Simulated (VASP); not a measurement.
Input of a VASP 6.6.1 run:

File INCAR:

```
ALGO = Normal
EDIFF = 1E-7
ENCUT = 520
GGA = PS
ISIF = 2
ISMEAR = -1
LASPH = True
LCHARG = False
LREAL = False
LWAVE = False
NBANDS = 30
NELM = 60
PREC = Accurate
SIGMA = 0.05
```

KPOINTS

```
k-points
0
Gamma
  6 6 6
```

POSCAR

```
In3Se
1.0
    4.5318004425      0.0000000000      0.0000000000
    0.0000000000      4.5318004425      0.0000000000
    0.0000000000      0.0000000000      4.5318004425
In Se
3 1
Direct
    0.5000000000      0.5000000000      0.0000000000
    0.5000000000      0.0000000000      0.5000000000
    0.0000000000      0.5000000000      0.5000000000
    0.0000000000      0.0000000000      0.0000000000
```

Potentials or basis: VASP PAW PBE potentials, release 64 (In_d, Se).

Run with:

```bash
$ cat potpaw_PBE.64/In_d/POTCAR potpaw_PBE.64/Se/POTCAR > POTCAR
$ mpirun -np 1 vasp_std > vasp.out
```

(1) Estimate the band gap on the k mesh.

(2) Predict the pressure.

Results:

(1) zero (an odd number of electrons rules out a gap without spin polarisation).

(2) 5.0 GPa.

Caveat: the cell stands under pressure; the PAW data sets were made with another functional, which shifts forces and pressure a little; spin-orbit coupling is left out, which moves the levels of the heavy elements.
